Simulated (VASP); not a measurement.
# Cr (Fm-3m) in VASP: notebook

Cr is run at these levels: PBE; tasks: single point.

All numbers are computed with VASP 6.6.1; they aren't measurements. Logs are shortened: lines on timing, memory, paths and dates and some standing lists are left out, and cuts for length are marked.

**1. The cell of the first run**

It takes space group Fm-3m (No. 225, cubic). The conventional cell has a = 3.661 Å, b = 3.661 Å, c = 3.661 Å, α = 90.00°, β = 90.00°, γ = 90.00°. Within 3.4 Å of Cr (site symmetry m-3m) lie 12 Cr at 2.59 Å.

**2. Single point, PBE, collinear spin, zero start**

Input file INCAR:

```
ALGO = Normal
EDIFF = 1E-6
ENCUT = 500
GGA = PE
GGA_COMPAT = F
ISIF = 2
ISMEAR = -1
ISPIN = 2
LASPH = T
LCHARG = F
LMAXMIX = 4
LORBIT = 11
LREAL = F
LWAVE = F
MAGMOM = 0
NBANDS = 16
NELM = 200
PREC = Accurate
SIGMA = 0.1
```

Input file KPOINTS:

```
k-points
0
Gamma
  8 8 8
```

Input file POSCAR:

```
Cr
1.0
    0.0000000000      1.8307480000      1.8307480000
    1.8307480000      0.0000000000      1.8307480000
    1.8307480000      1.8307480000      0.0000000000
Cr
1
Direct
    0.0000000000      0.0000000000      0.0000000000
```

Potentials or basis: VASP PAW PBE potentials, release 64 (Cr_pv).

Command:

```sh
$ cat potpaw_PBE.64/Cr_pv/POTCAR > POTCAR
$ mpirun -np 1 vasp_std > vasp.out
```

OUTCAR:

```text
EDIFF = 1E-6
   ENCUT = 500
   GGA = PE
   ISIF = 2
   ISMEAR = -1
   ISPIN = 2
   LASPH = T
   LORBIT = 11
   LREAL = F
   NELM = 200
   PREC = Accurate

 ion  position               nearest neighbor table
   1  0.000  0.000  0.000-

  LATTYP: Found a face centered cubic cell.
 ALAT       =     3.6614960000

  Lattice vectors:

 A1 = (   0.0000000000,   1.8307480000,   1.8307480000)
 A2 = (   1.8307480000,   0.0000000000,   1.8307480000)
 A3 = (   1.8307480000,   1.8307480000,   0.0000000000)

Analysis of symmetry for initial positions (statically):
=====================================================================
 Subroutine PRICEL returns:
 Original cell was already a primitive cell.

 Routine SETGRP: Setting up the symmetry group for a
 face centered cubic supercell.

 Subroutine GETGRP returns: Found 48 space group operations
[... 9 lines left out ...]

 Routine SETGRP: Setting up the symmetry group for a
 face centered cubic supercell.

 Subroutine GETGRP returns: Found 48 space group operations
 (whereof 48 operations were pure point group operations)
 out of a pool of 48 trial point group operations.

The dynamic configuration has the point symmetry O_h .

Analysis of structural, dynamic, and magnetic symmetry:
=====================================================================
 Subroutine PRICEL returns:
 Original cell was already a primitive cell.

 Routine SETGRP: Setting up the symmetry group for a
 face centered cubic supercell.

 Subroutine GETGRP returns: Found 48 space group operations
 (whereof 48 operations were pure point group operations)
 out of a pool of 48 trial point group operations.

The overall configuration has the point symmetry O_h .

 Subroutine INISYM returns: Found 48 space group operations
[... 5 lines left out ...]
                                     Primitive cell

  volume of cell :      12.2720

  direct lattice vectors                    reciprocal lattice vectors
     0.000000000  1.830748000  1.830748000    -0.273112411  0.273112411  0.273112411
     1.830748000  0.000000000  1.830748000     0.273112411 -0.273112411  0.273112411
     1.830748000  1.830748000  0.000000000     0.273112411  0.273112411 -0.273112411

  length of vectors
     2.589068651  2.589068651  2.589068651     0.473044572  0.473044572  0.473044572

  position of ions in fractional coordinates (direct lattice)
     0.000000000  0.000000000  0.000000000

  ion indices of the primitive-cell ions
   primitive index   ion index
                 1           1

----------------------------------------------------------------------------------------

 KPOINTS: k-points

Automatic generation of k-mesh.
 Grid dimensions read from file:
 generate k-points for:    8    8    8

 Generating k-lattice:

  Cartesian coordinates                     Fractional coordinates (reciprocal lattice)
    -0.034139051  0.034139051  0.034139051     0.125000000  0.000000000  0.000000000
     0.034139051 -0.034139051  0.034139051     0.000000000  0.125000000  0.000000000
     0.034139051  0.034139051 -0.034139051     0.000000000  0.000000000  0.125000000

  Length of vectors
     0.059130571  0.059130571  0.059130571

  Shift w.r.t. Gamma in fractional coordinates (k-lattice)
     0.000000000  0.000000000  0.000000000

 Subroutine IBZKPT returns following result:
 ===========================================

 Found     29 irreducible k-points:

 Following reciprocal coordinates:
            Coordinates               Weight
  0.000000  0.000000  0.000000      1.000000
  0.125000  0.000000  0.000000      8.000000
  0.250000  0.000000  0.000000      8.000000
  0.375000  0.000000  0.000000      8.000000
  0.500000  0.000000  0.000000      4.000000
  0.125000  0.125000  0.000000      6.000000
[... 16 lines left out ...]
  0.500000  0.250000  0.125000     48.000000
 -0.375000  0.250000  0.125000     24.000000
 [... further k-points ...]
   k-points           NKPTS =     29   k-points in BZ     NKDIM =     29   number of bands    NBANDS=     16
   number of dos      NEDOS =    301   number of ions     NIONS =      1
   total plane-waves  NPLWV =   8000
   dimension x,y,z NGX =    20 NGY =   20 NGZ =   20
   dimension x,y,z NGXF=    40 NGYF=   40 NGZF=   40
   ions per type =               1
   NGX,Y,Z   is equivalent  to a cutoff of  12.84, 12.84, 12.84 a.u.
   NGXF,Y,Z  is equivalent  to a cutoff of  25.68, 25.68, 25.68 a.u.
 SYSTEM =  unknown system
   PREC   = accura    normal or accurate (medium, high low for compatibility)
   ISTART =      0    job   : 0-new  1-cont  2-samecut
   ICHARG =      2    charge: 1-file 2-atom 10-const
   ISPIN  =      2    spin polarized calculation?
   LNONCOLLINEAR =      F non collinear calculations
   LSORBIT =      F    spin-orbit coupling
   LASPH  =      T    aspherical Exc in radial PAW
   ENCUT  =  500.0 eV  36.75 Ry    6.06 a.u.   4.72  4.72  4.72*2*pi/ulx,y,z
   NELM   =    200;   NELMIN=  2; NELMDL= -5     # of ELM steps
   EDIFF  = 0.1E-05   stopping-criterion for ELM
   LREAL  =      F    real-space projection
   EDIFFG = 0.1E-04   stopping-criterion for IOM
   NSW    =      0    number of steps for IOM
   IBRION =     -1    ionic relax: 0-MD 1-quasi-New 2-CG
   NFREE  =      0    steps in history (QN), initial steepest desc. (CG)
   ISIF   =      2    stress and relaxation
   ISYM   =      2    0-nonsym 1-usesym 2-fastsym
   POTIM  = 0.5000    time-step for ionic-motion
   TEBEG  =    0.0;   TEEND  =   0.0 temperature during run
   PSTRESS=    0.0 pullay stress
   NELECT =      12.0000    total number of electrons
   NUPDOWN=      -1.0000    fix difference up-down
   EMIN   =  10.00;   EMAX   =-10.00  energy-range for DOS
   EFERMI =   0.00;   METHOD = LEGACY
   ISMEAR =    -1;   SIGMA  =   0.10  broadening in eV -4-tet -1-fermi 0-gaus
   EFERMI_NEDOS =   21; number of points for ismear=-14 and -15
   IALGO  =     38    algorithm
   IMIX   =      4    mixing-type and parameters
     AMIX     =   0.40;   BMIX     =  1.00
     AMIX_MAG =   1.60;   BMIX_MAG =  1.00
  volume/ion in A,a.u.               =      12.27        82.82
  Fermi-wavevector in a.u.,A,eV,Ry     =   1.624913  3.070640 35.924021  2.640341
  Thomas-Fermi vector in A             =   2.718122
   LORBIT       =     11    0 simple, 1 ext, 2 COOP (PROOUT), +10 PAW based schemes
   GGA     = PE    functional components
   LHFCALC =     F    Hartree Fock is set to
   AEXX    =    0.0000 exact exchange contribution
   IVDW    =     0    specifies the selected vdW correction
   LEPSILON=     F    determine dielectric tensor
   LRPA    =     F    only Hartree local field effects (RPA)
 spin polarized calculation
  energy-cutoff  :      500.00
  volume of cell :       12.27
 maximum number of plane-waves:       331
   NGX =  9   NGY =  9   NGZ =  9

 number of electron      11.9999997 magnetization       0.0000005

 number of electron      11.9999997 magnetization      -0.0000003

 Free energy of the ion-electron system (eV)
  ---------------------------------------------------
  ext. energy  EPLUGINS =         0.00000000
  ---------------------------------------------------
  free energy    TOTEN  =        -9.14615978 eV

  energy without entropy =       -9.08240754  energy(sigma->0) =       -9.11428366

 E-fermi :   9.8454     XC(G=0): -13.3165

 val. band max:        9.8118903910   @ k =   0.2500   0.1250   0.0000
 cond. band min:       9.9375715133   @ k =  -0.1250   0.1250   0.0000
 fundamental gap:      0.1256811223
 Fermi energy:         9.8454413662

 spin component 1

 k-point     1 :       0.0000    0.0000    0.0000
  band No.  band energies     occupation
      1     -32.5684      1.00000
      2     -32.5684      1.00000
      3     -32.5684      1.00000
      4       2.5041      1.00000
      5       9.4643      0.97836
      6       9.4643      0.97836
[... 8 lines left out ...]
     15      39.7792      0.00000
     16      40.1599      0.00000

 k-point     2 :       0.1250    0.0000    0.0000
  band No.  band energies     occupation
      1     -32.6823      1.00000
      2     -32.5828      1.00000
      3     -32.5828      1.00000
      4       3.1057      1.00000
      5       9.2051      0.99835
      6       9.6388      0.88758
[... 8 lines left out ...]
     15      39.1518      0.00000
     16      40.1089      0.00000

 k-point     3 :       0.2500    0.0000    0.0000
  band No.  band energies     occupation
      1     -32.9523      1.00000
      2     -32.6176      1.00000
      3     -32.6176      1.00000
      4       4.6300      1.00000
      5       8.8354      0.99996
      6       9.7441      0.73361
[... 8 lines left out ...]
     15      38.8359      0.00000
     16      38.8359      0.00000

 k-point     4 :       0.3750    0.0000    0.0000
  band No.  band energies     occupation
      1     -33.2154      1.00000
      2     -32.6521      1.00000
      3     -32.6521      1.00000
      4       5.8867      1.00000
      5       9.4921      0.97162
      6       9.4921      0.97162
[... 8 lines left out ...]
     15      37.3505      0.00000
     16      37.3505      0.00000
[... 324 lines left out ...]
 k-point    22 :       0.3750    0.2500    0.1250
  band No.  band energies     occupation
      1     -33.0166      1.00000
      2     -32.7549      1.00000
      3     -32.6632      1.00000
      4       5.7890      1.00000
      5       8.1384      1.00000
      6       9.3306      0.99423
[... 8 lines left out ...]
     15      38.5997      0.00000
     16      41.2358      0.00000

 k-point    23 :       0.5000    0.2500    0.1250
  band No.  band energies     occupation
      1     -33.1568      1.00000
      2     -32.8372      1.00000
      3     -32.7056      1.00000
      4       6.9351      1.00000
      5       8.1688      1.00000
      6       8.8332      0.99996
[... 8 lines left out ...]
     15      37.8965      0.00000
     16      43.0740      0.00000

 k-point    24 :      -0.3750    0.2500    0.1250
  band No.  band energies     occupation
      1     -33.2167      1.00000
      2     -32.8632      1.00000
      3     -32.7286      1.00000
      4       7.1972      1.00000
      5       8.0600      1.00000
      6       9.1424      0.99912
[... 8 lines left out ...]
     15      38.2995      0.00000
     16      43.4780      0.00000

 [... further k-points ...]

 spin component 2

 k-point     1 :       0.0000    0.0000    0.0000
  band No.  band energies     occupation
      1     -32.5684      1.00000
      2     -32.5684      1.00000
      3     -32.5684      1.00000
      4       2.5041      1.00000
      5       9.4643      0.97836
      6       9.4643      0.97836
[... 8 lines left out ...]
     15      39.7792      0.00000
     16      40.1599      0.00000

 k-point     2 :       0.1250    0.0000    0.0000
  band No.  band energies     occupation
      1     -32.6823      1.00000
      2     -32.5828      1.00000
      3     -32.5828      1.00000
      4       3.1057      1.00000
      5       9.2051      0.99835
      6       9.6388      0.88758
[... 8 lines left out ...]
     15      39.1518      0.00000
     16      40.1089      0.00000

 k-point     3 :       0.2500    0.0000    0.0000
  band No.  band energies     occupation
      1     -32.9523      1.00000
      2     -32.6176      1.00000
      3     -32.6176      1.00000
      4       4.6300      1.00000
      5       8.8354      0.99996
      6       9.7441      0.73361
[... 8 lines left out ...]
     15      38.8359      0.00000
     16      38.8359      0.00000

 k-point     4 :       0.3750    0.0000    0.0000
  band No.  band energies     occupation
      1     -33.2154      1.00000
      2     -32.6521      1.00000
      3     -32.6521      1.00000
      4       5.8867      1.00000
      5       9.4921      0.97162
      6       9.4921      0.97162
[... 8 lines left out ...]
     15      37.3505      0.00000
     16      37.3505      0.00000
[... 324 lines left out ...]
 k-point    22 :       0.3750    0.2500    0.1250
  band No.  band energies     occupation
      1     -33.0166      1.00000
      2     -32.7549      1.00000
      3     -32.6632      1.00000
      4       5.7890      1.00000
      5       8.1384      1.00000
      6       9.3306      0.99423
[... 8 lines left out ...]
     15      38.5997      0.00000
     16      41.2358      0.00000

 k-point    23 :       0.5000    0.2500    0.1250
  band No.  band energies     occupation
      1     -33.1568      1.00000
      2     -32.8372      1.00000
      3     -32.7056      1.00000
      4       6.9351      1.00000
      5       8.1688      1.00000
      6       8.8332      0.99996
[... 8 lines left out ...]
     15      37.8965      0.00000
     16      43.0740      0.00000

 k-point    24 :      -0.3750    0.2500    0.1250
  band No.  band energies     occupation
      1     -33.2167      1.00000
      2     -32.8632      1.00000
      3     -32.7286      1.00000
      4       7.1972      1.00000
      5       8.0600      1.00000
      6       9.1424      0.99912
[... 8 lines left out ...]
     15      38.2995      0.00000
     16      43.4780      0.00000

 [... further k-points ...]

------------------------ aborting loop because EDIFF is reached ----------------------------------------

  FORCE on cell =-STRESS in cart. coord.  units (eV):
  Direction    XX          YY          ZZ          XY          YZ          ZX
  --------------------------------------------------------------------------------------
  -------------------------------------------------------------------------------------
  Total       -0.5159889     -0.5159889     -0.5159889      0.0000000     -0.0000000      0.0000000
  in kB      -67.3651469    -67.3651469    -67.3651469      0.0000000     -0.0000000      0.0000000
  external PRESSURE =     -67.3651469 kB  Pullay stress =       0.0000000 kB

 VOLUME and BASIS-vectors are now :
 -----------------------------------------------------------------------------
  energy-cutoff  :      500.00
  volume of cell :       12.27
      direct lattice vectors                 reciprocal lattice vectors
     0.000000000  1.830748000  1.830748000    -0.273112411  0.273112411  0.273112411
     1.830748000  0.000000000  1.830748000     0.273112411 -0.273112411  0.273112411
     1.830748000  1.830748000  0.000000000     0.273112411  0.273112411 -0.273112411

 POSITION                                       TOTAL-FORCE (eV/Angst)
 -----------------------------------------------------------------------------------
      0.00000      0.00000      0.00000         0.000000      0.000000     -0.000000
 -----------------------------------------------------------------------------------
    total drift:                               -0.000000     -0.000000     -0.000000

  FREE ENERGIE OF THE ION-ELECTRON SYSTEM (eV)
  ---------------------------------------------------
  free  energy   TOTEN  =        -9.1461597813 eV

  energy  without entropy=       -9.0824075389  energy(sigma->0) =       -9.11428366

 total charge

# of ion       s       p       d       tot
------------------------------------------
    1        0.432   6.363   4.147  10.941

 magnetization (x)

# of ion       s       p       d       tot
------------------------------------------
    1       -0.000  -0.000  -0.000  -0.000
```

It used 15 s of CPU time on 1 thread of AMD EPYC 7R13 Processor (Zen 3) (shared host).

Results:

- Free energy: -9.1462 eV
- Pressure: -6.7 GPa
- Band gap on the k mesh: zero (filled and empty bands overlap)
- Net moment: 0.00 μB per cell
- Valence electrons inside the program's atomic spheres: Cr 10.94

Levels at points of the mesh, in eV from the Fermi level:
Spin up:
```
           k point  band 3  band 4  band 5  band 6  band 7  band 8  band 9  band 10
(0.00, 0.00, 0.00)  -42.41   -7.34   -0.38   -0.38   -0.38    1.29    1.29     7.48
(0.50, 0.00, 0.00)  -42.51   -3.74   -0.49   -0.49    0.81    2.43    2.43     7.47
(0.50, 0.50, 0.00)  -42.68   -3.89   -3.09    2.40    2.73    2.73    3.60     7.47
```
Spin down:
```
           k point  band 4  band 5  band 6  band 7  band 8  band 9
(0.00, 0.00, 0.00)   -7.34   -0.38   -0.38   -0.38    1.29    1.29
(0.50, 0.00, 0.00)   -3.74   -0.49   -0.49    0.81    2.43    2.43
(0.50, 0.50, 0.00)   -3.89   -3.09    2.40    2.73    2.73    3.60
```

Caveat: the k points lie up to 0.37 Å⁻¹ apart.

**3. Single point, PBE, collinear spin, zero start**

Input file INCAR:

```
SYSTEM = Cr
ALGO = Normal
EDIFF = 1E-6
ENCUT = 500
GGA = PE
GGA_COMPAT = .FALSE.
ISIF = 2
ISMEAR = -1
ISPIN = 2
LASPH = .TRUE.
LCHARG = .FALSE.
LMAXMIX = 4
LORBIT = 11
LREAL = .FALSE.
LWAVE = .FALSE.
MAGMOM = 0
NBANDS = 16
NELM = 200
PREC = Accurate
SIGMA = 0.1
```

Input file KPOINTS:

```
k-points
0
G
  8 8 8
  0 0 0
```

POSCAR is that of step 2.

Potentials or basis: VASP PAW PBE potentials, release 64 (Cr_pv).

Command:

```sh
$ cat potpaw_PBE.64/Cr_pv/POTCAR > POTCAR
$ mpirun -np 1 vasp_std > vasp.out
```

It used 17 s of CPU time on 1 thread of AMD EPYC 7R13 Processor (Zen 3), with other jobs on the host.

Results (log left out):

| Property | Result |
| --- | --- |
| Free energy | -9.1462 eV |
| Pressure | -6.7 GPa |
| Band gap on the k mesh | zero (filled and empty bands overlap) |
| Net moment | 0.00 μB per cell |
| Valence electrons inside the program's atomic spheres | Cr 10.94 |

Levels at points of the mesh, in eV from the Fermi level:
Spin up:
| k point | band 4 | band 5 | band 6 | band 7 | band 8 | band 9 |
| --- | --- | --- | --- | --- | --- | --- |
| (0.00, 0.00, 0.00) | -7.34 | -0.38 | -0.38 | -0.38 | 1.29 | 1.29 |
| (0.50, 0.00, 0.00) | -3.74 | -0.49 | -0.49 | 0.81 | 2.43 | 2.43 |
| (0.50, 0.50, 0.00) | -3.89 | -3.09 | 2.40 | 2.73 | 2.73 | 3.60 |
Spin down:
```csv
k point,band 2,band 3,band 4,band 5,band 6,band 7,band 8,band 9,band 10,band 11
"(0.00, 0.00, 0.00)",-42.41,-42.41,-7.34,-0.38,-0.38,-0.38,1.29,1.29,7.48,19.64
"(0.50, 0.00, 0.00)",-42.51,-42.51,-3.74,-0.49,-0.49,0.81,2.43,2.43,7.47,9.02
"(0.50, 0.50, 0.00)",-42.68,-42.68,-3.89,-3.09,2.40,2.73,2.73,3.60,7.47,11.98
```

Caveat: the k points lie up to 0.37 Å⁻¹ apart.
